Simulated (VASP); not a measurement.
Input of a VASP 6.6.1 run:

INCAR

```
ALGO = Normal
EDIFF = 1E-7
ENCUT = 520
ISIF = 2
ISMEAR = -1
LASPH = True
LCHARG = False
LREAL = False
LWAVE = False
NBANDS = 11
NELM = 60
PREC = Accurate
SIGMA = 0.02
```

File KPOINTS:

```
k-points
0
Gamma
  10 10 10
```

Contents of POSCAR:

```
SiC
1.0
    0.0000000000      2.1644869339      2.1644869339
    2.1644869339      0.0000000000      2.1644869339
    2.1644869339      2.1644869339      0.0000000000
Si C
1 1
Direct
    0.0000000000      0.0000000000      0.0000000000
    0.2500000000      0.2500000000      0.2500000000
```

Potentials or basis: VASP PAW LDA potentials, release 64 (Si, C).

The run is started by

```bash
$ cat potpaw_LDA.64/Si/POTCAR potpaw_LDA.64/C/POTCAR > POTCAR
$ mpirun -np 1 vasp_std > vasp.out
```

Problem. What does it give for the band gap on the k mesh?

Solution. 1.29 eV, indirect (least direct gap 4.52 eV).

Problem. Predict the pressure.

Solution. 0.4 GPa.

A k mesh can miss the band edges. A hybrid or GW would open this gap; LDA tends to underestimate it.
